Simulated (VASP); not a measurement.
Set up this calculation in VASP 6.6.1, as the native input.

```
Task                   : single point
Functional             : PBE
Potentials or basis    : VASP PAW PBE potentials, release 64 (Ti_sv, Al)
Cutoff                 : 520 eV
k mesh                 : 15 × 15 × 6
Occupations            : gaussian, width 0.15 eV
Spin                   : no spin polarisation
Dipole correction      : no
Further INCAR settings : ALGO = Fast; EDIFF = 1e-07; NBANDS = 28
```

The structure of Ti3Al lies in POSCAR:

```
Ti3Al
1.0
    2.8794395691      0.0000000000      0.0000000000
   -1.4397197845      2.4936678155      0.0000000000
    0.0000000000      0.0000000000      9.5568599297
Ti Al
3 1
Direct
    0.6666666667      0.3333333333      0.0000000000
    0.3333333333      0.6666666667      0.7396251305
    0.3333333333      0.6666666667      0.2603748695
    0.6666666667      0.3333333333      0.5000000000
```

This cell differs from its parent crystal: c/a of the conventional cell at fixed volume 3.3190.

The input as run:

INCAR

```
ALGO = Fast
EDIFF = 1E-7
ENCUT = 520
GGA = PE
ISIF = 2
ISMEAR = 0
LASPH = T
LCHARG = F
LREAL = F
LWAVE = F
NBANDS = 28
NELM = 80
PREC = Accurate
SIGMA = 0.15
```

KPOINTS

```
k-points
0
Gamma
  15 15 6
```

Potentials or basis: VASP PAW PBE potentials, release 64 (Ti_sv, Al).

Command:

```bash
$ cat potpaw_PBE.64/Ti_sv/POTCAR potpaw_PBE.64/Al/POTCAR > POTCAR
$ mpirun -np 1 vasp_std > vasp.out
```

It gave:

```
Pressure      : -0.4 GPa
Largest force : 0.528 eV/Å
```

Wall time 13 min on 1 thread of Intel(R) Xeon(R) Platinum 8488C (Sapphire Rapids), on a shared host, peak memory 0.31 GiB.
